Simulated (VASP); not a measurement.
**AlNi3: single point with PBE**

Crystal: AlNi3.

```
Al Ni
1.0
     0.11370    2.84252    2.84252
     2.84252    0.11370    2.84252
     2.84252    2.84252    0.11370
Al Ni
1 3
Direct
  0.50000 0.50000 0.50000
  0.25000 0.25000 0.25000
  0.00000 0.00000 0.00000
  0.75000 0.75000 0.75000
```

- Program: VASP 6.6.1
- Task: single point
- Functional: PBE
- Potentials or basis: VASP PAW PBE potentials, release 64 (Al, Ni)
- Cutoff: 520 eV
- k mesh: 14 × 14 × 14
- Occupations: gaussian, width 0.15 eV
- Spin: no spin polarisation

* Pressure: 12.0 GPa
* Largest force: 0.087 eV/Å
* Band gap on the k mesh: zero (an odd number of electrons rules out a gap without spin polarisation)

Forces on the atoms (eV/Å):
```
Al   0.000  0.000  0.000
Ni  -0.050 -0.050 -0.050
Ni   0.000  0.000  0.000
Ni   0.050  0.050  0.050
```

Stress tensor (GPa, compression positive):
```
11.99 -5.87 -5.87
-5.87 11.99 -5.87
-5.87 -5.87 11.99
```

Levels at points of the mesh, in eV from the Fermi level:
| k point | band 13 | band 14 | band 15 | band 16 | band 17 | band 18 | band 19 | band 20 |
| --- | --- | --- | --- | --- | --- | --- | --- | --- |
| (0.00, 0.00, 0.00) | -0.59 | -0.59 | -0.52 | -0.52 | 4.80 | 5.54 | 5.81 | 5.81 |
| (0.50, 0.00, 0.00) | -0.78 | -0.62 | -0.51 | -0.45 | -0.14 | 4.12 | 4.37 | 4.63 |
| (0.50, 0.50, 0.00) | -0.92 | -0.76 | -0.62 | -0.45 | -0.34 | -0.32 | -0.04 | 4.17 |
| (0.50, 0.50, 0.50) | -0.58 | -0.58 | -0.51 | -0.51 | -0.16 | 4.75 | 4.75 | 5.20 |

Run time: 7.4 min on 1 thread of AMD EPYC 7R13, on a shared host, peak memory 0.34 GiB.

Caveat: the cell stands under pressure. Spin polarisation is off, so any magnetic state and its effect on volume and gap are missing.
